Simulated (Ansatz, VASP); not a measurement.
## BeS in VASP and in Ansatz

The input POSCAR:

```
BeS
1.0
    0.0000000000      2.4820502594      2.4820502594
    2.4820502594      0.0000000000      2.4820502594
    2.4820502594      2.4820502594      0.0000000000
Be S
1 1
Direct
    0.0000000000      0.0000000000      0.0000000000
    0.2500000000      0.2500000000      0.2500000000
```

File INCAR.step1:

```
ALGO = Normal
EDIFF = 1E-4
ENCUT = 520
GGA = PE
ISMEAR = 0
LASPH = True
LCHARG = False
LREAL = False
LWAVE = True
NBANDS = 11
NELM = 100
PREC = Accurate
SIGMA = 0.01
```

File INCAR.step2:

```
ALGO = Normal
EDIFF = 1E-6
ENCUT = 520
ISIF = 2
ISMEAR = 0
ISTART = 1
LASPH = True
LCHARG = False
LMIXTAU = True
LREAL = False
LWAVE = False
METAGGA = R2SCAN
NBANDS = 11
NELM = 100
PREC = Accurate
SIGMA = 0.01
```

The input KPOINTS:

```
k-points
0
Gamma
  8 8 8
```

Input for Ansatz:

```yaml
crystal:
  lattice:
    - [0.0, 2.4820502594, 2.4820502594]
    - [2.4820502594, 0.0, 2.4820502594]
    - [2.4820502594, 2.4820502594, 0.0]
  atoms:
    - { symbol: Be, position: [0.0, 0.0, 0.0] }
    - { symbol: S, position: [0.25, 0.25, 0.25] }
kpoints:
  mp_grid: { grid: [8, 8, 8] }
hamiltonian:
  xc: r2scan
scf:
  occupations: { method: fixed }
  n_extra_bands: 4
output:
  forces: true
  stress: true
  eigenvalues: true
```

Alike in both runs: task single point; functional r2SCAN; k mesh 8 × 8 × 8; no spin polarisation.

```csv
,VASP,Ansatz
version,VASP 6.6.1,Ansatz 0.2.0
potentials or method,"VASP PAW PBE potentials, release 64 (Be, S)","plane waves, PAW"
plane-wave cutoff (eV),520,500
occupations,"gaussian, width 0.01 eV",fixed
valence electrons in the cell,8,8
```

```tsv
	VASP	Ansatz	Ansatz less VASP
gap on the k mesh at the Fermi level (eV)	3.72	3.71	-0.009
pressure (GPa)	-4.9	-5.1	-0.21
```

VASP's potentials were made for PBE, not for r2SCAN.
